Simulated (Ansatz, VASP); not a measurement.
# Pd in VASP and in Ansatz

File INCAR:

```
ALGO = Normal
EDIFF = 1E-6
ENCUT = 520
GGA = CA
ISIF = 2
ISMEAR = -1
ISPIN = 2
LASPH = True
LCHARG = False
LMAXMIX = 4
LORBIT = 11
LREAL = False
LWAVE = False
MAGMOM = 0.5
NBANDS = 15
NELM = 150
PREC = Accurate
SIGMA = 0.05
```

File KPOINTS:

```
k-points
0
Gamma
  23 23 23
```

The input POSCAR:

```
Pd
1.0
    0.0000000000      1.9942055019      1.9942055019
    1.9942055019      0.0000000000      1.9942055019
    1.9942055019      1.9942055019      0.0000000000
Pd
1
Direct
    0.0000000000      0.0000000000      0.0000000000
```

Input for Ansatz:

```yaml
crystal:
  lattice:
    - [0.0, 1.9942054935, 1.9942054935]
    - [1.9942054935, 0.0, 1.9942054935]
    - [1.9942054935, 1.9942054935, 0.0]
  atoms:
    - { symbol: Pd, position: [0.0, 0.0, 0.0], spin: 0.5 }
hamiltonian:
  xc: lda
  pseudopotentials:
    kind: paw
    azcp:
      Pd: "pseudopotentials/Pd.paw.azcp"
basis:
  ecutwfc: 420
  fft_grid_basis: typed
kpoints:
  mp_grid: { grid: [23, 23, 23], shift: [0, 0, 0] }
magnetization:
  spin_polarized: true
scf:
  occupations: { method: fermi_dirac, width: 0.05 }
output:
  stress: true
```

Alike in both runs: task single point; functional LDA; k mesh 23 × 23 × 23; occupations fermi-dirac, width 0.05 eV; collinear spin.

|  | VASP | Ansatz |
| --- | --- | --- |
| version | VASP 6.6.1 | Ansatz 0.2.0 |
| potentials or method | VASP PAW LDA potentials, release 64 (Pd), cutoff 520 eV | plane waves (420 eV) with PAW, scalar-relativistic |
| valence electrons in the cell | 10 | 18 |

|  | VASP | Ansatz | Ansatz less VASP |
| --- | --- | --- | --- |
| pressure (GPa) | -18.8 | -19.1 | -0.23 |
| net moment per atom (μB) | 0.01 | 0.00 | -0.010 |

Ansatz warns that its potentials were made for another functional, while VASP's fit it. LDA's correlation is that of Perdew and Zunger in VASP and of Perdew and Wang (1992) in Ansatz. VASP's potentials hold 10 valence electrons a cell and Ansatz's 18, so a difference there can come from the potentials and not from the codes. Ansatz's warnings: seeded moment not kept.
